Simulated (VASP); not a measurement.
A run of VASP 6.6.1 is set up as follows.

File INCAR:

```
SYSTEM = BaTiO3
PREC = Accurate ; ENCUT = 520
EDIFF = 1E-7 ; ISMEAR = -1
SIGMA = 0.146 ; LREAL = Auto
LASPH = .True. ; NELM = 60
ALGO = Normal ; ISIF = 2
LWAVE = .False. ; LCHARG = .False.
GGA = PE ; NBANDS = 96
```

Contents of KPOINTS:

```
regular mesh
0
Gamma
  4 2 2
  0 0 0
```

File POSCAR:

```
BaTiO3
1.0
    2.8467570000      1.6435760000      2.3369010000
   -5.6935130000      3.2871510000      4.6738020000
    0.0000000000     -6.5743030000      4.6738020000
Ba Ti O
4 4 12
Direct
    0.0057315235     -0.0062430252     -0.0092929352
    0.0023151436     -0.0057580177      0.4970089819
   -0.0018033930      0.5062409058      0.0039656350
   -0.0017543040      0.4930372378      0.4912953537
    0.5063477071      0.2540368099      0.2328194020
    0.4690058916      0.2530465470      0.7483473210
    0.4796318589      0.7446666674      0.2449569472
    0.4725283580      0.7383403552      0.7445521610
    0.5065169414      0.2427583196      0.0166401429
    0.0361653951      0.2598021804      0.2490503666
    0.4819160343      0.0000656614      0.2785520331
    0.4865123284      0.2687905299      0.5105342796
    0.0164920714      0.2799022185      0.7488160844
    0.5276834813      0.0163748891      0.7507408220
    0.4516597495      0.7412508856      0.0242639736
    0.0420766547      0.7369606447      0.2594643265
    0.5428488881      0.5101096410      0.2453960246
    0.4562273454      0.7690668993      0.5017629006
    0.0490234363      0.7741910505      0.7664206577
    0.5114956500      0.5171509790      0.7661828687
```

Potentials or basis: VASP PAW PBE potentials, release 64 (Ba_sv, Ti_sv, O).

Launch:

```bash
$ cat potpaw_PBE.64/Ba_sv/POTCAR potpaw_PBE.64/Ti_sv/POTCAR potpaw_PBE.64/O/POTCAR > POTCAR
$ mpirun -np 1 vasp_std > vasp.out
```

Q: Predict the pressure.

A: 7.9 GPa.

Q: Predict the band gap on the k mesh.

A: 2.17 eV (least direct gap 2.31 eV).

Q: Estimate the largest force.

A: 3.419 eV/Å.

Forces on the atoms (eV/Å):
```
Ba  -0.557 -0.637  0.825
Ba  -0.866  0.197  0.096
Ba   0.044 -0.127 -0.051
Ba  -0.195  0.019  0.142
Ti   0.234 -2.861  0.771
Ti   1.032  1.535 -1.325
Ti  -0.192 -0.644  1.821
Ti  -0.311  2.246  0.943
O   -0.024  2.108 -1.052
O   -0.486 -0.286 -0.469
O    0.163  2.148  0.307
O    0.437 -0.498  0.824
O    0.408 -1.070  0.045
O   -0.633 -0.474  0.458
O    0.458  3.388 -0.005
O   -2.056 -0.873 -1.176
O    0.905 -1.197 -0.809
O    2.184 -1.765  1.240
O   -1.196 -1.129 -2.107
O    0.652 -0.081 -0.479
```

Caveat: the cell stands under pressure; the atoms stand as in a frame of molecular dynamics; spin-orbit coupling is left out, which moves the levels of the heavy elements; forces of over 1 eV/Å act on the atoms, so gaps and moduli don't describe the material at rest. A hybrid or GW would open this gap; PBE tends to underestimate it.
